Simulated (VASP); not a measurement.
ZnS, 2 atoms in the cell. The structure is tetragonal, space group I-4m2 (No. 119). Conventional cell: a = 3.907 Å, b = 3.907 Å, c = 5.361 Å, α = 90.00°, β = 90.00°, γ = 90.00°. Zn (site symmetry -4m2) has 4 S at 2.37 Å within 3.1 Å. S (site symmetry -4m2) has 4 Zn at 2.37 Å within 3.1 Å.  This cell differs from its parent crystal: strain +0.015 along x and y, -0.015 along z.

| Property | Result |
| --- | --- |
| Program | VASP 6.6.1 |
| Task | single point |
| Functional | PBE |
| Potentials or basis | VASP PAW PBE potentials, release 64 (Zn, S) |
| Cutoff | 520 eV |
| k mesh | 8 × 8 × 8 |
| Occupations | gaussian, width 0.05 eV |
| Spin | no spin polarisation |
| Dipole correction | no |
| Further INCAR settings | ALGO = Normal; EDIFF = 1e-07; NBANDS = 16 |

Potentials or basis: VASP PAW PBE potentials, release 64 (Zn, S).

Run with:

```console
$ cat potpaw_PBE.64/Zn/POTCAR potpaw_PBE.64/S/POTCAR > POTCAR
$ mpirun -np 1 vasp_std > vasp.out
```

Hardware: 1 thread of Intel Xeon 8259CL, on a shared host.

How long does it take, and how much memory?

It took 52 s on 1 thread of Intel Xeon 8259CL, with other jobs on the host, peak memory 0.19 GiB. Counts: scf iterations 13, k points 59.
